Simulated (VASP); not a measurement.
# CsPbBr3 (Pm-3m) in VASP: further runs

Runs on CsPbBr3. Level: PBEsol. Tasks: single point, relaxation of cell and atoms.

Everything below comes from runs of VASP 6.6.1. Logs are shortened: lines on timing, memory, paths and dates and some standing lists are left out, and cuts for length are marked.

### Step 1. The cell of the first run

The structure is cubic, space group Pm-3m (No. 221). The conventional cell has a = 5.869 Å, b = 5.869 Å, c = 5.869 Å, α = 90.00°, β = 90.00°, γ = 90.00°. Within 5.4 Å of Cs (site symmetry m-3m) lie 12 Br at 4.15 Å and 8 Pb at 5.08 Å. Pb (site symmetry m-3m) has 6 Br at 2.93 Å within 3.9 Å. Within 3.9 Å of Br (site symmetry 4/mmm) lie 2 Pb at 2.93 Å.

### Step 2. Single point, PBEsol

Input file INCAR:

```
SYSTEM = CsPbBr3
PREC = Accurate ; ENCUT = 520
EDIFF = 1E-6 ; ISMEAR = 0
SIGMA = 0.02 ; LREAL = .FALSE.
LASPH = .TRUE. ; NELM = 60
ALGO = Normal ; ISIF = 2
LWAVE = .FALSE. ; LCHARG = .FALSE.
GGA = PS ; NBANDS = 30
```

Input file KPOINTS:

```
regular mesh
0
G
  6 6 6
  0 0 0
```

Input file POSCAR:

```
CsPbBr3
1.0
    5.8692772032      0.0000000000      0.0000000000
    0.0000000000      5.8692772032      0.0000000000
    0.0000000000      0.0000000000      5.8692772032
Cs Pb Br
1 1 3
Direct
    0.0000000000      0.0000000000      0.0000000000
    0.5000000000      0.5000000000      0.5000000000
    0.5000000000      0.5000000000      0.0000000000
    0.5000000000      0.0000000000      0.5000000000
    0.0000000000      0.5000000000      0.5000000000
```

Potentials or basis: VASP PAW PBE potentials, release 64 (Cs_sv, Pb_d, Br).

Started as:

```sh
cat potpaw_PBE.64/Cs_sv/POTCAR potpaw_PBE.64/Pb_d/POTCAR potpaw_PBE.64/Br/POTCAR > POTCAR
mpirun -np 1 vasp_std > vasp.out
```

OUTCAR:

```text
SYSTEM = CsPbBr3
   PREC = Accurate
   ENCUT = 520
   EDIFF = 1E-6
   ISMEAR = 0
   LREAL = .FALSE.
   LASPH = .TRUE.
   NELM = 60
   ISIF = 2
   GGA = PS

 ion  position               nearest neighbor table
   1  0.000  0.000  0.000-
   2  0.500  0.500  0.500-   3 2.93   4 2.93   5 2.93   3 2.93   4 2.93   5 2.93
   3  0.500  0.500  0.000-   2 2.93   2 2.93
   4  0.500  0.000  0.500-   2 2.93   2 2.93
   5  0.000  0.500  0.500-   2 2.93   2 2.93

  LATTYP: Found a simple cubic cell.
 ALAT       =     5.8692772032

  Lattice vectors:

 A1 = (   5.8692772032,   0.0000000000,   0.0000000000)
 A2 = (   0.0000000000,   5.8692772032,   0.0000000000)
 A3 = (   0.0000000000,   0.0000000000,   5.8692772032)

Analysis of symmetry for initial positions (statically):
=====================================================================
 Subroutine PRICEL returns:
 Original cell was already a primitive cell.

 Routine SETGRP: Setting up the symmetry group for a
 simple cubic supercell.

 Subroutine GETGRP returns: Found 48 space group operations
 (whereof 48 operations were pure point group operations)
 out of a pool of 48 trial point group operations.

The static configuration has the point symmetry O_h .

Analysis of symmetry for dynamics (positions and initial velocities):
=====================================================================
 Subroutine PRICEL returns:
 Original cell was already a primitive cell.

 Routine SETGRP: Setting up the symmetry group for a
 simple cubic supercell.

 Subroutine GETGRP returns: Found 48 space group operations
 (whereof 48 operations were pure point group operations)
 out of a pool of 48 trial point group operations.

The dynamic configuration has the point symmetry O_h .

 Subroutine INISYM returns: Found 48 space group operations
 (whereof 48 operations are pure point group operations),
 and found     1 'primitive' translations

----------------------------------------------------------------------------------------

                                     Primitive cell

  volume of cell :     202.1873

  direct lattice vectors                    reciprocal lattice vectors
     5.869277203  0.000000000  0.000000000     0.170378731  0.000000000  0.000000000
     0.000000000  5.869277203  0.000000000     0.000000000  0.170378731  0.000000000
     0.000000000  0.000000000  5.869277203     0.000000000  0.000000000  0.170378731

  length of vectors
     5.869277203  5.869277203  5.869277203     0.170378731  0.170378731  0.170378731

  position of ions in fractional coordinates (direct lattice)
     0.000000000  0.000000000  0.000000000
     0.500000000  0.500000000  0.500000000
     0.500000000  0.500000000  0.000000000
     0.500000000  0.000000000  0.500000000
     0.000000000  0.500000000  0.500000000

  ion indices of the primitive-cell ions
   primitive index   ion index
                 1           1
                 2           2
                 3           3
                 4           4
                 5           5

----------------------------------------------------------------------------------------

 KPOINTS: regular mesh

Automatic generation of k-mesh.
 Grid dimensions read from file:
 generate k-points for:    6    6    6

 Generating k-lattice:

  Cartesian coordinates                     Fractional coordinates (reciprocal lattice)
     0.028396455  0.000000000  0.000000000     0.166666667  0.000000000  0.000000000
     0.000000000  0.028396455  0.000000000     0.000000000  0.166666667  0.000000000
     0.000000000  0.000000000  0.028396455     0.000000000  0.000000000  0.166666667

  Length of vectors
     0.028396455  0.028396455  0.028396455

  Shift w.r.t. Gamma in fractional coordinates (k-lattice)
     0.000000000  0.000000000  0.000000000

 Subroutine IBZKPT returns following result:
 ===========================================

 Found     20 irreducible k-points:

 Following reciprocal coordinates:
            Coordinates               Weight
  0.000000  0.000000  0.000000      1.000000
  0.166667  0.000000  0.000000      6.000000
  0.333333  0.000000  0.000000      6.000000
  0.500000  0.000000  0.000000      3.000000
  0.166667  0.166667  0.000000     12.000000
  0.333333  0.166667  0.000000     24.000000
[... 12 lines left out ...]
  0.500000  0.500000  0.333333      6.000000
  0.500000  0.500000  0.500000      1.000000
   k-points           NKPTS =     20   k-points in BZ     NKDIM =     20   number of bands    NBANDS=     30
   number of dos      NEDOS =    301   number of ions     NIONS =      5
   total plane-waves  NPLWV = 110592
   dimension x,y,z NGX =    48 NGY =   48 NGZ =   48
   dimension x,y,z NGXF=    96 NGYF=   96 NGZF=   96
   ions per type =               1   1   3
   NGX,Y,Z   is equivalent  to a cutoff of  13.60, 13.60, 13.60 a.u.
   NGXF,Y,Z  is equivalent  to a cutoff of  27.19, 27.19, 27.19 a.u.
 SYSTEM =  CsPbBr3
   PREC   = accura    normal or accurate (medium, high low for compatibility)
   ISTART =      0    job   : 0-new  1-cont  2-samecut
   ICHARG =      2    charge: 1-file 2-atom 10-const
   ISPIN  =      1    spin polarized calculation?
   LNONCOLLINEAR =      F non collinear calculations
   LSORBIT =      F    spin-orbit coupling
   LASPH  =      T    aspherical Exc in radial PAW
   ENCUT  =  520.0 eV  38.22 Ry    6.18 a.u.  10.91 10.91 10.91*2*pi/ulx,y,z
   NELM   =     60;   NELMIN=  2; NELMDL= -5     # of ELM steps
   EDIFF  = 0.1E-05   stopping-criterion for ELM
   LREAL  =      F    real-space projection
   EDIFFG = 0.1E-04   stopping-criterion for IOM
   NSW    =      0    number of steps for IOM
   IBRION =     -1    ionic relax: 0-MD 1-quasi-New 2-CG
   NFREE  =      0    steps in history (QN), initial steepest desc. (CG)
   ISIF   =      2    stress and relaxation
   ISYM   =      2    0-nonsym 1-usesym 2-fastsym
   POTIM  = 0.5000    time-step for ionic-motion
   TEBEG  =    0.0;   TEEND  =   0.0 temperature during run
   PSTRESS=    0.0 pullay stress
   NELECT =      44.0000    total number of electrons
   NUPDOWN=      -1.0000    fix difference up-down
   EMIN   =  10.00;   EMAX   =-10.00  energy-range for DOS
   EFERMI =   0.00;   METHOD = LEGACY
   ISMEAR =     0;   SIGMA  =   0.02  broadening in eV -4-tet -1-fermi 0-gaus
   EFERMI_NEDOS =   21; number of points for ismear=-14 and -15
   IALGO  =     38    algorithm
   IMIX   =      4    mixing-type and parameters
     AMIX     =   0.40;   BMIX     =  1.00
     AMIX_MAG =   1.60;   BMIX_MAG =  1.00
  volume/ion in A,a.u.               =      40.44       272.89
  Fermi-wavevector in a.u.,A,eV,Ry     =   0.984709  1.860830 13.192905  0.969651
  Thomas-Fermi vector in A             =   2.115962
   LORBIT       =      0    0 simple, 1 ext, 2 COOP (PROOUT), +10 PAW based schemes
   GGA     = PS    functional components
   LHFCALC =     F    Hartree Fock is set to
   AEXX    =    0.0000 exact exchange contribution
   IVDW    =     0    specifies the selected vdW correction
   LEPSILON=     F    determine dielectric tensor
   LRPA    =     F    only Hartree local field effects (RPA)
 non-spin polarized calculation
 Gauss-broadening in eV      SIGMA  =   0.02
  energy-cutoff  :      520.00
  volume of cell :      202.19
 maximum number of plane-waves:      5520
 NGX is ok and might be reduce to    48
   NGX = 21   NGY = 21   NGZ = 21

 number of electron      44.0000000 magnetization

 Free energy of the ion-electron system (eV)
  ---------------------------------------------------
  ext. energy  EPLUGINS =         0.00000000
  ---------------------------------------------------
  free energy    TOTEN  =       -16.80746612 eV

  energy without entropy =      -16.80746612  energy(sigma->0) =      -16.80746612

 E-fermi :   1.3266     XC(G=0):  -7.8194

 val. band max:        1.2104318393   @ k =   0.5000   0.5000   0.5000
 cond. band min:       2.6363377728   @ k =   0.5000   0.5000   0.5000
 fundamental gap:      1.4259059335
 Fermi energy:         1.3266127139

 k-point     1 :       0.0000    0.0000    0.0000
  band No.  band energies     occupation
      1     -20.2446      2.00000
      2     -15.6151      2.00000
      3     -15.6151      2.00000
      4     -15.4426      2.00000
      5     -15.4426      2.00000
      6     -15.4426      2.00000
[... 22 lines left out ...]
     29       7.1623      0.00000
     30       7.1623      0.00000

 k-point     2 :       0.1667    0.0000    0.0000
  band No.  band energies     occupation
      1     -20.2443      2.00000
      2     -15.6150      2.00000
      3     -15.5985      2.00000
      4     -15.4429      2.00000
      5     -15.4429      2.00000
      6     -15.4426      2.00000
[... 22 lines left out ...]
     29       6.2828      0.00000
     30       7.1101      0.00000

 k-point     3 :       0.3333    0.0000    0.0000
  band No.  band energies     occupation
      1     -20.2438      2.00000
      2     -15.6150      2.00000
      3     -15.5648      2.00000
      4     -15.4434      2.00000
      5     -15.4434      2.00000
      6     -15.4426      2.00000
[... 22 lines left out ...]
     29       6.3928      0.00000
     30       7.2618      0.00000

 k-point     4 :       0.5000    0.0000    0.0000
  band No.  band energies     occupation
      1     -20.2435      2.00000
      2     -15.6149      2.00000
      3     -15.5476      2.00000
      4     -15.4437      2.00000
      5     -15.4437      2.00000
      6     -15.4426      2.00000
[... 22 lines left out ...]
     29       6.5473      0.00000
     30       7.3629      0.00000

 k-point     5 :       0.1667    0.1667    0.0000
  band No.  band energies     occupation
      1     -20.2441      2.00000
      2     -15.6069      2.00000
      3     -15.5898      2.00000
      4     -15.4432      2.00000
      5     -15.4429      2.00000
      6     -15.4429      2.00000
[... 22 lines left out ...]
     29       6.2563      0.00000
     30       6.7432      0.00000
[... 394 lines left out ...]
     29       6.8467      0.00000
     30       7.3105      0.00000

 k-point    18 :       0.5000    0.3333    0.3333
  band No.  band energies     occupation
      1     -20.2422      2.00000
      2     -15.5355      2.00000
      3     -15.5163      2.00000
      4     -15.4445      2.00000
      5     -15.4445      2.00000
      6     -15.4442      2.00000
[... 22 lines left out ...]
     29       6.6209      0.00000
     30       7.1695      0.00000

 k-point    19 :       0.5000    0.5000    0.3333
  band No.  band energies     occupation
      1     -20.2420      2.00000
      2     -15.5260      2.00000
      3     -15.5062      2.00000
      4     -15.4447      2.00000
      5     -15.4445      2.00000
      6     -15.4445      2.00000
[... 22 lines left out ...]
     29       6.4492      0.00000
     30       7.3339      0.00000

 k-point    20 :       0.5000    0.5000    0.5000
  band No.  band energies     occupation
      1     -20.2418      2.00000
      2     -15.5062      2.00000
      3     -15.5062      2.00000
      4     -15.4448      2.00000
      5     -15.4448      2.00000
      6     -15.4448      2.00000
[... 22 lines left out ...]
     29       6.3299      0.00000
     30       7.5872      0.00000

------------------------ aborting loop because EDIFF is reached ----------------------------------------

  FORCE on cell =-STRESS in cart. coord.  units (eV):
  Direction    XX          YY          ZZ          XY          YZ          ZX
  --------------------------------------------------------------------------------------
  -------------------------------------------------------------------------------------
  Total        0.0355866      0.0355866      0.0355866     -0.0000000      0.0000000      0.0000000
  in kB        0.2819964      0.2819964      0.2819964     -0.0000000      0.0000000      0.0000000
  external PRESSURE =       0.2819964 kB  Pullay stress =       0.0000000 kB

 VOLUME and BASIS-vectors are now :
 -----------------------------------------------------------------------------
  energy-cutoff  :      520.00
  volume of cell :      202.19
      direct lattice vectors                 reciprocal lattice vectors
     5.869277203  0.000000000  0.000000000     0.170378731  0.000000000  0.000000000
     0.000000000  5.869277203  0.000000000     0.000000000  0.170378731  0.000000000
     0.000000000  0.000000000  5.869277203     0.000000000  0.000000000  0.170378731

 POSITION                                       TOTAL-FORCE (eV/Angst)
 -----------------------------------------------------------------------------------
      0.00000      0.00000      0.00000         0.000000      0.000000      0.000000
      2.93464      2.93464      2.93464         0.000000      0.000000      0.000000
      2.93464      2.93464      0.00000         0.000000      0.000000      0.000000
      2.93464      0.00000      2.93464         0.000000      0.000000      0.000000
      0.00000      2.93464      2.93464         0.000000      0.000000      0.000000
 -----------------------------------------------------------------------------------
    total drift:                                0.000000     -0.000000     -0.000000

  FREE ENERGIE OF THE ION-ELECTRON SYSTEM (eV)
  ---------------------------------------------------
  free  energy   TOTEN  =       -16.8074661176 eV

  energy  without entropy=      -16.8074661176  energy(sigma->0) =      -16.80746612
```

Wall time 89 s (1 thread of Intel Xeon Platinum 8488C (Sapphire Rapids), shared host); peak memory 0.39 GiB.

What came out:

| Property | Result |
| --- | --- |
| Free energy | -16.8075 eV |
| Pressure | 0.0 GPa |
| Band gap on the k mesh | 1.43 eV |

Levels at points of the mesh, in eV from the valence-band top:
| k point | band 19 | band 20 | band 21 | band 22 | band 23 | band 24 | band 25 | band 26 |
| --- | --- | --- | --- | --- | --- | --- | --- | --- |
| (0.00, 0.00, 0.00) | -2.18 | -2.06 | -2.06 | -2.06 | 2.87 | 4.01 | 4.01 | 4.75 |
| (0.50, 0.00, 0.00) | -2.31 | -2.17 | -2.17 | -1.45 | 2.50 | 4.35 | 4.93 | 5.06 |
| (0.50, 0.50, 0.00) | -2.41 | -2.29 | -1.69 | -0.71 | 2.00 | 2.00 | 4.80 | 5.09 |
| (0.50, 0.50, 0.50) | -1.68 | -1.68 | -1.68 | 0.00 | 1.43 | 1.43 | 1.43 | 4.38 |

Caveat: the PAW data sets were made with another functional, which shifts forces and pressure a little; spin-orbit coupling is left out, which moves the levels of the heavy elements. A k mesh can miss the band edges.

(Part 1 of 2 ends here.)
